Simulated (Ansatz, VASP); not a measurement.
## H: VASP beside Ansatz

INCAR

```
SYSTEM = H
ALGO     = Normal         ! electronic algorithm
EDIFF    = 1E-6           ! SCF threshold, eV
ENCUT    = 500            ! plane-wave cutoff, eV
GGA      = PS             ! functional
GGA_COMPAT= .FALSE.      
ISIF     = 2              ! what is computed and relaxed
ISMEAR   = 0              ! smearing method
LASPH    = .TRUE.         ! aspherical terms in the spheres
LCHARG   = .FALSE.        ! write CHGCAR
LREAL    = .FALSE.        ! projectors in reciprocal space
LWAVE    = .FALSE.        ! write WAVECAR
NBANDS   = 10             ! bands
NELM     = 120            ! most SCF steps
PREC     = Accurate       ! precision mode
SIGMA    = 0.1            ! smearing width, eV
```

File KPOINTS:

```
k-points
0
G
  6 6 4
  0 0 0
```

File POSCAR:

```
H
1.0
    3.8401304226      0.0000000000      0.0000000000
   -1.9200652113      3.3256504998      0.0000000000
    0.0000000000      0.0000000000      5.0466615500
H
4
Direct
    0.3333333300      0.6666666700      0.1764958800
    0.6666666700      0.3333333300      0.6764958800
    0.6666666700      0.3333333300      0.8235041200
    0.3333333300      0.6666666700      0.3235041200
```

Input for Ansatz:

```yaml
crystal:
  lattice:
    - [3.8401304226, 0.0, 0.0]
    - [-1.9200652113, 3.3256504998, 0.0]
    - [0.0, 0.0, 5.04666155]
  atoms:
    - { symbol: H, position: [0.33333333, 0.66666667, 0.17649588] }
    - { symbol: H, position: [0.66666667, 0.33333333, 0.67649588] }
    - { symbol: H, position: [0.66666667, 0.33333333, 0.82350412] }
    - { symbol: H, position: [0.33333333, 0.66666667, 0.32350412] }
basis:
  ecutwfc: 420
kpoints:
  mp_grid: { grid: [6, 6, 4] }
hamiltonian:
  xc: pbesol
scf:
  occupations: { method: gaussian, width: 0.1 }
output:
  forces: true
  stress: true
  eigenvalues: true
```

Alike in both runs: task single point; functional PBEsol; k mesh 6 × 6 × 4; occupations gaussian, width 0.1 eV; no spin polarisation.

```csv
,VASP,Ansatz
version,VASP 6.6.1,Ansatz 0.2.0
potentials or method,"VASP PAW PBE potentials, release 64 (H), cutoff 500 eV","scalar-relativistic, plane waves, PAW"
valence electrons in the cell,4,4
```

VASP gave:

```
gap on the k mesh at the Fermi level (eV)                     : 9.32
least direct gap on the mesh (eV)                             : 9.32
pressure (GPa)                                                : 0.6
traceless stress, the component that is largest in VASP (GPa) : 1.46
rms of the force components (eV/Å)                            : 0.351
```

Estimate Ansatz's values.

gap on the k mesh at the Fermi level (eV): 9.32; least direct gap on the mesh (eV): 9.32; pressure (GPa): 0.7; traceless stress, the component that is largest in VASP (GPa): 1.48; rms of the force components (eV/Å): 0.349.

VASP's potentials were made for PBE, not for PBEsol. Atom by atom the forces differ by 0.002 eV/Å (rms over components).
